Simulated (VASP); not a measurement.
# Si64C (a cell with a defect) in VASP: further runs

The runs below take Si64C (a cell with a defect) through single point, relaxation of the atoms, with PBEsol.

Everything below comes from runs of VASP 6.6.1. Logs are shortened: lines on timing, memory, paths and dates and some standing lists are left out, and cuts for length are marked.

### 1 The cell of the first run

The cell holds a defect, 65 atoms: a = 10.866 Å, b = 10.866 Å, c = 10.866 Å, α = 90.00°, β = 90.00°, γ = 90.00°.

### 2 Single point, PBEsol

INCAR reads:

```
SYSTEM = Si64C
  PREC = Accurate
  ENCUT = 520
  EDIFF = 1E-6
  ISMEAR = -1
  SIGMA = 0.05
  LREAL = Auto
  LASPH = .True.
  NELM = 60
  ALGO = Normal
  ISIF = 2
  LWAVE = .False.
  LCHARG = .False.
  GGA = PS
  NBANDS = 168
  ISYM = 0
```

KPOINTS reads:

```
Automatic mesh
0
Gamma
  1 1 1
  0.25 0.25 0.25
```

POSCAR reads:

```
Si64C
1.0
   10.8655790000      0.0000000000      0.0000000000
    0.0000000000     10.8655790000      0.0000000000
    0.0000000000      0.0000000000     10.8655790000
Si C
64 1
Direct
    0.0012160000      0.0015690000      0.0015320000
    0.9935050000      0.9938140000      0.4987690000
    0.0009080000      0.5023870000      0.0018000000
    0.0001970000      0.5012310000      0.5018380000
    0.5020320000      0.0013680000      0.0016910000
    0.5008190000      0.0005650000      0.5018790000
    0.5005030000      0.5008450000      0.0014460000
    0.4080230000      0.4086230000      0.4494580000
    0.1264580000      0.1268150000      0.1271690000
    0.1115160000      0.1117830000      0.6329080000
    0.1317280000      0.6239980000      0.1328150000
    0.1297160000      0.6262970000      0.6227840000
    0.6236960000      0.1320240000      0.1327980000
    0.6259350000      0.1301410000      0.6227250000
    0.6304910000      0.6307960000      0.1171840000
    0.6121290000      0.6124330000      0.5997130000
    0.2523500000      0.2527390000      0.0038210000
    0.2333490000      0.2336740000      0.5099780000
    0.2507980000      0.7483050000      0.0020220000
    0.2627440000      0.7470080000      0.4994900000
    0.7479300000      0.2511300000      0.0019730000
    0.7467110000      0.2631090000      0.4994240000
    0.7546270000      0.7549520000      0.9929220000
    0.7476000000      0.7479210000      0.4989190000
    0.3774580000      0.3779070000      0.1311030000
    0.3504970000      0.3510720000      0.6474040000
    0.3746320000      0.8785880000      0.1236520000
    0.3760820000      0.8771880000      0.6287580000
    0.8781710000      0.3749230000      0.1236840000
    0.8768920000      0.3764350000      0.6287070000
    0.8766470000      0.8770220000      0.1255790000
    0.8706980000      0.8711210000      0.6250010000
    0.2523090000      0.0027980000      0.2519760000
    0.2485600000      0.9982040000      0.7549890000
    0.2643690000      0.5003100000      0.2687250000
    0.2452080000      0.5011860000      0.7556520000
    0.7531050000      0.0052460000      0.2493710000
    0.7498350000      0.0025390000      0.7473510000
    0.7603220000      0.5102910000      0.2410160000
    0.7420790000      0.5003280000      0.7418820000
    0.3741100000      0.1273990000      0.3821000000
    0.3746370000      0.1241680000      0.8792970000
    0.4089630000      0.6336980000      0.3775310000
    0.3764870000      0.6248540000      0.8753920000
    0.8737050000      0.1314630000      0.3770290000
    0.8725230000      0.1247770000      0.8782780000
    0.8803740000      0.6301180000      0.3752250000
    0.8747260000      0.6245700000      0.8692590000
    0.0024090000      0.2526250000      0.2519820000
    0.9979120000      0.2488990000      0.7549250000
    0.0049480000      0.7534740000      0.2493090000
    0.0021180000      0.7502490000      0.7473330000
    0.4999860000      0.2646730000      0.2684920000
    0.5007880000      0.2457570000      0.7554830000
    0.5100290000      0.7607070000      0.2409470000
    0.5000010000      0.7423540000      0.7418960000
    0.1269550000      0.3743970000      0.3821410000
    0.1236700000      0.3750110000      0.8794140000
    0.1311720000      0.8740350000      0.3770080000
    0.1243930000      0.8728350000      0.8783120000
    0.6332040000      0.4091970000      0.3774980000
    0.6245110000      0.3768720000      0.8753470000
    0.6297320000      0.8807090000      0.3753080000
    0.6242130000      0.8750590000      0.8692720000
    0.5305290000      0.5308680000      0.4627870000
```

Potentials or basis: VASP PAW PBE potentials, release 64 (Si, C).

Launch:

```sh
$ cat potpaw_PBE.64/Si/POTCAR potpaw_PBE.64/C/POTCAR > POTCAR
$ mpirun -np 1 vasp_std > vasp.out
```

OUTCAR:

```text
SYSTEM = Si64C
   PREC = Accurate
   ENCUT = 520
   EDIFF = 1E-6
   ISMEAR = -1
   LREAL = Auto
   LASPH = .True.
   NELM = 60
   ISIF = 2
   GGA = PS
   ISYM = 0

 ion  position               nearest neighbor table
   1  0.001  0.002  0.002-  31 2.34  60 2.35  46 2.35   9 2.36
   2  0.994  0.994  0.499-  10 2.33  32 2.33  45 2.38  59 2.38
   3  0.001  0.502  0.002-  29 2.33  58 2.34  48 2.39  11 2.41
   4  0.000  0.501  0.502-  57 2.34  30 2.35  47 2.36  12 2.36
   5  0.502  0.001  0.002-  27 2.33  42 2.34  64 2.39  13 2.41
   6  0.501  0.001  0.502-  41 2.34  28 2.35  63 2.36  14 2.36
   7  0.501  0.501  0.001-  44 2.35  62 2.35  25 2.36  15 2.36
   8  0.408  0.409  0.449-  65 1.89  26 2.33  43 2.57  61 2.57  35 2.70  53 2.70  18 2.77
   9  0.126  0.127  0.127-  49 2.35  33 2.35  17 2.35   1 2.36
  10  0.112  0.112  0.633-  18 2.30   2 2.33  34 2.35  50 2.35
  11  0.132  0.624  0.133-  51 2.34  19 2.35   3 2.41  35 2.46
  12  0.130  0.626  0.623-  36 2.35   4 2.36  52 2.36  20 2.37
  13  0.624  0.132  0.133-  37 2.34  21 2.35   5 2.41  53 2.46
  14  0.626  0.130  0.623-  54 2.35   6 2.36  38 2.36  22 2.37
  15  0.630  0.631  0.117-  23 2.34  55 2.35  39 2.35   7 2.36
  16  0.612  0.612  0.600-  65 1.95  24 2.35  40 2.42  56 2.42
  17  0.252  0.253  0.004-   9 2.35  58 2.36  42 2.36  25 2.37
  18  0.233  0.234  0.510-  10 2.30  26 2.34  41 2.37  57 2.37   8 2.77
  19  0.251  0.748  0.002-  11 2.35  60 2.35  44 2.36  27 2.36
  20  0.263  0.747  0.499-  28 2.34  12 2.37  59 2.39  43 2.41
  21  0.748  0.251  0.002-  13 2.35  46 2.35  62 2.36  29 2.36
  22  0.747  0.263  0.499-  30 2.34  14 2.37  45 2.39  61 2.41
  23  0.755  0.755  0.993-  15 2.34  48 2.35  64 2.35  31 2.37
  24  0.748  0.748  0.499-  32 2.34  63 2.35  47 2.35  16 2.35
[... 27 lines left out ...]
  52  0.002  0.750  0.747-  32 2.35  48 2.35  60 2.36  12 2.36
  53  0.500  0.265  0.268-  25 2.35  41 2.37  61 2.44  13 2.46   8 2.70
  54  0.501  0.246  0.755-  26 2.31  42 2.33  14 2.35  62 2.35
  55  0.510  0.761  0.241-  43 2.30  27 2.33  15 2.35  63 2.35
  56  0.500  0.742  0.742-  28 2.34  44 2.35  64 2.41  16 2.42
  57  0.127  0.374  0.382-   4 2.34  49 2.36  18 2.37  35 2.37
  58  0.124  0.375  0.879-  36 2.33   3 2.34  17 2.36  50 2.36
  59  0.131  0.874  0.377-  51 2.35  33 2.35   2 2.38  20 2.39
  60  0.124  0.873  0.878-  34 2.34  19 2.35   1 2.35  52 2.36
  61  0.633  0.409  0.377-  65 1.96  39 2.31  22 2.41  53 2.44   8 2.57
  62  0.625  0.377  0.875-   7 2.35  54 2.35  40 2.35  21 2.36
  63  0.630  0.881  0.375-  37 2.35  55 2.35  24 2.35   6 2.36
  64  0.624  0.875  0.869-  23 2.35  38 2.35   5 2.39  56 2.41
  65  0.531  0.531  0.463-   8 1.89  16 1.95  61 1.96  43 1.96

IMPORTANT INFORMATION: All symmetrisations will be switched off!
NOSYMM: (Re-)initialisation of all symmetry stuff for point group C_1.

----------------------------------------------------------------------------------------

                                     Primitive cell

  volume of cell :    1282.7990
[... 207 lines left out ...]
   EMIN   =  10.00;   EMAX   =-10.00  energy-range for DOS
   EFERMI =   0.00;   METHOD = LEGACY
   ISMEAR =    -1;   SIGMA  =   0.05  broadening in eV -4-tet -1-fermi 0-gaus
   EFERMI_NEDOS =   21; number of points for ismear=-14 and -15
   IALGO  =     38    algorithm
   IMIX   =      4    mixing-type and parameters
     AMIX     =   0.40;   BMIX     =  1.00
     AMIX_MAG =   1.60;   BMIX_MAG =  1.00
  volume/ion in A,a.u.               =      19.74       133.18
  Fermi-wavevector in a.u.,A,eV,Ry     =   0.961641  1.817238 12.582040  0.924754
  Thomas-Fermi vector in A             =   2.091031
   LORBIT       =      0    0 simple, 1 ext, 2 COOP (PROOUT), +10 PAW based schemes
   GGA     = PS    functional components
   LHFCALC =     F    Hartree Fock is set to
   AEXX    =    0.0000 exact exchange contribution
   IVDW    =     0    specifies the selected vdW correction
   LEPSILON=     F    determine dielectric tensor
   LRPA    =     F    only Hartree local field effects (RPA)
 non-spin polarized calculation
  energy-cutoff  :      520.00
  volume of cell :     1282.80
 maximum number of plane-waves:     34484
 NGX is ok and might be reduce to    84
   NGX = 41   NGY = 41   NGZ = 41

 number of electron     259.9999997 magnetization

 Free energy of the ion-electron system (eV)
  ---------------------------------------------------
  ext. energy  EPLUGINS =         0.00000000
  ---------------------------------------------------
  free energy    TOTEN  =      -373.76187427 eV

  energy without entropy =     -373.75893698  energy(sigma->0) =     -373.76040563

 E-fermi :   6.0171     XC(G=0):  -9.5919

 val. band max:        5.7229051868   @ k =  -0.2500   0.2500   0.2500
 cond. band min:       6.2981987788   @ k =   0.2500   0.2500   0.2500
 fundamental gap:      0.5752935920
 Fermi energy:         6.0171368531

 k-point     1 :       0.2500    0.2500    0.2500
  band No.  band energies     occupation
      1      -7.7163      2.00000
      2      -5.8796      2.00000
      3      -5.4561      2.00000
      4      -5.4006      2.00000
      5      -5.2326      2.00000
      6      -4.9490      2.00000
[... 569 lines left out ...]
    141       7.6372      0.00000
    142       7.6681      0.00000
 [bands above 142 left out]

------------------------ aborting loop because EDIFF is reached ----------------------------------------

  FORCE on cell =-STRESS in cart. coord.  units (eV):
  Direction    XX          YY          ZZ          XY          YZ          ZX
  --------------------------------------------------------------------------------------
  -------------------------------------------------------------------------------------
  Total       -0.7456232     -0.7642037     -3.8121949      6.6463859     -7.8340539     -7.8739553
  in kB       -0.9312609     -0.9544674     -4.7613166      8.3011357     -9.7844973     -9.8343329
  external PRESSURE =      -2.2156816 kB  Pullay stress =       0.0000000 kB

 VOLUME and BASIS-vectors are now :
 -----------------------------------------------------------------------------
  energy-cutoff  :      520.00
  volume of cell :     1282.80
      direct lattice vectors                 reciprocal lattice vectors
    10.865579000  0.000000000  0.000000000     0.092033752  0.000000000  0.000000000
     0.000000000 10.865579000  0.000000000     0.000000000  0.092033752  0.000000000
     0.000000000  0.000000000 10.865579000     0.000000000  0.000000000  0.092033752

 POSITION                                       TOTAL-FORCE (eV/Angst)
 -----------------------------------------------------------------------------------
      0.01321      0.01705      0.01665         0.018742      0.020107      0.008058
     10.79501     10.79836      5.41941         0.010470      0.010117      0.065617
      0.00987      5.45873      0.01956         0.053911      0.091131      0.036177
      0.00214      5.44617      5.45276         0.046074      0.038773      0.030280
      5.45487      0.01486      0.01837         0.089255      0.050597      0.037629
      5.44169      0.00614      5.45321         0.040262      0.045931      0.026809
[... 57 lines left out ...]
      6.78244      9.50802      9.44514        -0.059231     -0.069965     -0.052019
      5.76450      5.76819      5.02845         0.169731      0.168298      0.175016
 -----------------------------------------------------------------------------------
    total drift:                                0.003700      0.007702     -0.017523

  FREE ENERGIE OF THE ION-ELECTRON SYSTEM (eV)
  ---------------------------------------------------
  free  energy   TOTEN  =      -373.7618742717 eV

  energy  without entropy=     -373.7589369785  energy(sigma->0) =     -373.76040563
```

Wall time 34 min (1 thread of Intel Xeon Platinum 8124M at 3.00GHz (Skylake/Cascade Lake), shared host); peak memory 1.4 GiB.

What came out:

* Free energy: -373.7619 eV
* Pressure: -0.2 GPa
* Largest force: 0.299 eV/Å
* Band gap on the k mesh: 0.58 eV

Forces in eV/Å, atoms in the order of the input:
```
Si   0.019  0.020  0.008
Si   0.010  0.010  0.066
Si   0.054  0.091  0.036
Si   0.046  0.039  0.030
Si   0.089  0.051  0.038
Si   0.040  0.046  0.027
Si   0.030  0.031  0.033
Si   0.017  0.013  0.298
Si  -0.023 -0.022 -0.036
Si  -0.039 -0.036 -0.059
Si  -0.044 -0.183 -0.043
Si  -0.027 -0.029 -0.032
Si  -0.183 -0.043 -0.049
Si  -0.030 -0.028 -0.032
Si  -0.037 -0.039 -0.002
Si   0.001  0.001 -0.060
Si   0.054  0.056  0.060
Si  -0.030 -0.029  0.082
Si   0.068  0.052  0.015
Si  -0.007  0.029  0.020
Si   0.053  0.067  0.016
Si   0.024 -0.008  0.023
Si   0.032  0.035  0.020
Si  -0.044 -0.043  0.019
Si  -0.059 -0.064 -0.086
Si  -0.010 -0.014 -0.265
Si  -0.055 -0.041 -0.024
Si  -0.061 -0.013 -0.016
Si  -0.043 -0.055 -0.025
Si  -0.015 -0.061 -0.016
Si  -0.009 -0.013  0.000
Si  -0.004 -0.005  0.012
Si   0.068  0.017  0.029
Si   0.080  0.016  0.011
Si  -0.006  0.049 -0.102
Si   0.005  0.110  0.028
Si   0.020  0.018  0.059
Si   0.007  0.021  0.035
Si   0.046  0.058 -0.016
Si   0.032  0.139  0.039
Si  -0.040 -0.021 -0.077
Si  -0.052 -0.035  0.020
Si  -0.093 -0.096  0.065
Si  -0.057 -0.015 -0.020
Si  -0.004 -0.016 -0.063
Si  -0.039 -0.028 -0.005
Si  -0.023 -0.012 -0.074
Si  -0.071 -0.060 -0.051
Si   0.018  0.068  0.027
Si   0.015  0.080  0.012
Si   0.016  0.019  0.059
Si   0.020  0.008  0.036
Si   0.050 -0.005 -0.094
Si   0.107  0.004  0.028
Si   0.056  0.047 -0.016
Si   0.137  0.035  0.038
Si  -0.018 -0.039 -0.075
Si  -0.034 -0.056  0.018
Si  -0.017 -0.004 -0.059
Si  -0.027 -0.038 -0.004
Si  -0.094 -0.091  0.063
Si  -0.016 -0.061 -0.019
Si  -0.013 -0.023 -0.075
Si  -0.059 -0.070 -0.052
C    0.170  0.168  0.175
```

Caveat: semilocal functionals underestimate gaps, and a narrow one can read as zero; the PAW data sets were made with another functional, which shifts forces and pressure a little.

[end of part 1 of 2]
